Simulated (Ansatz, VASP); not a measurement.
SiC: VASP beside Ansatz

```
CELL_PARAMETERS angstrom
0.00000 2.17840 2.17840
2.17840 0.00000 2.17840
2.17840 2.17840 0.00000
ATOMIC_POSITIONS crystal
Si 0.25000 0.25000 0.25000
C 0.00000 0.00000 0.00000
```

Alike in both runs: functional PBEsol; k mesh 10 × 10 × 10; occupations gaussian, width 0.02 eV; no spin polarisation.

Ansatz relaxed the structure, and its values are those at the end. VASP's run is a single point on that final structure, the one shown.

```csv
,VASP,Ansatz
version,VASP 6.6.1,Ansatz 0.2.0
potentials or method,"VASP PAW PBE potentials, release 64 (Si, C), cutoff 520 eV","scalar-relativistic, plane waves, PAW"
valence electrons in the cell,8,8
```

VASP gave:

- gap on the k mesh at the Fermi level (eV): 1.23
- least direct gap on the mesh (eV): 4.44
- pressure (GPa): 0.4

Problem. What did Ansatz give for the same quantities?

Solution. gap on the k mesh at the Fermi level (eV): 1.24; least direct gap on the mesh (eV): 4.45; pressure (GPa): 0.0.

VASP's potentials were made for PBE, not for PBEsol.
